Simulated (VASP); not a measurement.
# NaH (P4/mmm) in VASP: notebook, part 2 of 2

VASP 6.6.1. Earlier steps stand in the parts before.

### 4 Single point, LDA

This run uses another cell than the first one, of the same volume but with other edges.

The input, INCAR:

```
SYSTEM = NaH
PREC = Accurate ; ENCUT = 520
EDIFF = 1E-6 ; ISMEAR = 0
SIGMA = 0.02 ; LREAL = .False.
LASPH = .True. ; NELM = 100
ALGO = Normal ; ISIF = 2
LWAVE = .False. ; LCHARG = .True.
GGA = CA ; LELF = .True.
LVHAR = .True. ; NBANDS = 11
```

The input, KPOINTS:

```
regular mesh
0
Gamma
  6 6 6
  0 0 0
```

The input, POSCAR:

```
NaH
1.0
    3.0142264800      0.0000000000      0.0000000000
    0.0000000000      3.0142264800      0.0000000000
    0.0000000000      0.0000000000      2.8403729335
Na H
1 1
Direct
    0.0000000000      0.0000000000      0.0000000000
    0.5000000000      0.5000000000      0.5000000000
```

Potentials or basis: VASP PAW LDA potentials, release 64 (Na_pv, H).

Started as:

```bash
> cat potpaw_LDA.64/Na_pv/POTCAR potpaw_LDA.64/H/POTCAR > POTCAR
> mpirun -np 1 vasp_std > vasp.out
```

OUTCAR:

```text
SYSTEM = NaH
   PREC = Accurate
   ENCUT = 520
   EDIFF = 1E-6
   ISMEAR = 0
   LREAL = .False.
   LASPH = .True.
   NELM = 100
   ISIF = 2
   GGA = CA

 ion  position               nearest neighbor table
   1  0.000  0.000  0.000-
   2  0.500  0.500  0.500-

  LATTYP: Found a simple tetragonal cell.
 ALAT       =     3.0142264800
 C/A-ratio  =     0.9423223346

  Lattice vectors:

 A1 = (   3.0142264800,   0.0000000000,   0.0000000000)
 A2 = (   0.0000000000,   3.0142264800,   0.0000000000)
 A3 = (   0.0000000000,   0.0000000000,   2.8403729335)

Analysis of symmetry for initial positions (statically):
=====================================================================
 Subroutine PRICEL returns:
 Original cell was already a primitive cell.

 Routine SETGRP: Setting up the symmetry group for a
 simple tetragonal supercell.

 Subroutine GETGRP returns: Found 16 space group operations
 (whereof 16 operations were pure point group operations)
 out of a pool of 16 trial point group operations.

The static configuration has the point symmetry D_4h.

Analysis of symmetry for dynamics (positions and initial velocities):
[... 170 lines left out ...]
      2     -23.4292      2.00000
      3     -23.4160      2.00000
      4      -4.8813      2.00000
      5       9.5699      0.00000
      6      11.2472      0.00000
      7      12.5076      0.00000
      8      12.7120      0.00000
      9      12.7120      0.00000
     10      14.7492      0.00000
     11      25.2827      0.00000
[... 309 lines left out ...]
 k-point    24 :       0.5000    0.0000    0.3333
  band No.  band energies     occupation
      1     -23.5809      2.00000
      2     -23.5561      2.00000
      3     -23.3981      2.00000
      4      -1.0873      2.00000
      5       3.7193      0.00000
      6       6.9682      0.00000
      7      10.0268      0.00000
      8      14.7750      0.00000
      9      16.7683      0.00000
     10      18.3627      0.00000
     11      20.0196      0.00000

 [... further k-points ...]

------------------------ aborting loop because EDIFF is reached ----------------------------------------

  FORCE on cell =-STRESS in cart. coord.  units (eV):
  Direction    XX          YY          ZZ          XY          YZ          ZX
  --------------------------------------------------------------------------------------
  -------------------------------------------------------------------------------------
  Total       -0.6831367     -0.6831367      0.3855357      0.0000000     -0.0000000      0.0000000
  in kB      -42.4122245    -42.4122245     23.9358055      0.0000000     -0.0000000      0.0000000
  external PRESSURE =     -20.2962145 kB  Pullay stress =       0.0000000 kB

 VOLUME and BASIS-vectors are now :
 -----------------------------------------------------------------------------
  energy-cutoff  :      520.00
  volume of cell :       25.81
      direct lattice vectors                 reciprocal lattice vectors
     3.014226480  0.000000000  0.000000000     0.331760074  0.000000000  0.000000000
     0.000000000  3.014226480  0.000000000     0.000000000  0.331760074  0.000000000
     0.000000000  0.000000000  2.840372933     0.000000000  0.000000000  0.352066445

 POSITION                                       TOTAL-FORCE (eV/Angst)
 -----------------------------------------------------------------------------------
      0.00000      0.00000      0.00000         0.000000      0.000000      0.000000
      1.50711      1.50711      1.42019         0.000000      0.000000      0.000000
 -----------------------------------------------------------------------------------
    total drift:                                0.000000      0.000000      0.000000

  FREE ENERGIE OF THE ION-ELECTRON SYSTEM (eV)
  ---------------------------------------------------
  free  energy   TOTEN  =        -5.0699038280 eV

  energy  without entropy=       -5.0699038280  energy(sigma->0) =       -5.06990383
```

stdout:

```text
POSCAR found type information on POSCAR NaH
 POSCAR found :  2 types and       2 ions
 scaLAPACK will be used
 LDA part: xc-table for (Slater(with rela. corr.)+CA(PZ))
 , standard interpolation
 POSCAR, INCAR and KPOINTS ok, starting setup
 FFT: planning ... GRIDC
 FFT: planning ... GRID_SOFT
 FFT: planning ... GRID
 WAVECAR not read
 entering main loop
```

Wall time 5.1 s (1 thread of Intel Xeon Platinum 8259CL at 2.50GHz (Skylake/Cascade Lake), shared host); peak memory 0.12 GiB.

Results:

```
Free energy            : -5.0699 eV
Pressure               : -2.0 GPa
Band gap on the k mesh : 0.36 eV, indirect (least direct gap 4.08 eV)
```

Levels at points of the mesh, in eV from the valence-band top:
| k point | band 1 | band 2 | band 3 | band 4 | band 5 | band 6 | band 7 | band 8 |
| --- | --- | --- | --- | --- | --- | --- | --- | --- |
| (0.00, 0.00, 0.00) | -24.75 | -24.75 | -24.74 | -6.21 | 8.25 | 9.92 | 11.18 | 11.39 |
| (0.50, 0.00, 0.00) | -24.91 | -24.74 | -24.73 | -3.72 | 0.36 | 10.61 | 13.39 | 13.55 |
| (0.50, 0.50, 0.00) | -24.88 | -24.88 | -24.72 | -2.07 | 3.49 | 3.49 | 5.90 | 15.33 |
| (0.00, 0.00, 0.50) | -24.99 | -24.73 | -24.73 | -3.32 | 0.93 | 10.28 | 13.54 | 13.67 |
| (0.50, 0.00, 0.50) | -24.96 | -24.87 | -24.72 | -1.71 | 3.93 | 4.05 | 6.45 | 13.94 |
| (0.50, 0.50, 0.50) | -24.94 | -24.85 | -24.85 | 0.00 | 6.42 | 6.42 | 6.65 | 8.46 |

A k mesh can miss the band edges.

### 5 Summary

| cell | gap on the mesh (eV) | pressure (GPa) |
| --- | --- | --- |
| a = 2.926, b = 2.926, c = 3.015 Å, 2 atoms | 0.38 | -2.1 |
| a = 2.985, b = 2.985, c = 2.897 Å, 2 atoms | 0.48 | -2.1 |
| a = 3.014, b = 3.014, c = 2.840 Å, 2 atoms | 0.36 | -2.0 |

Alike in all rows: task single point; level LDA; potentials or basis VASP PAW LDA potentials, release 64 (Na_pv, H); no spin polarisation; k mesh 6 × 6 × 6; cutoff (eV) 520; smearing gaussian 0.02 eV.

Total energies depend on the potentials used, so only differences within one code and one set of settings carry meaning.
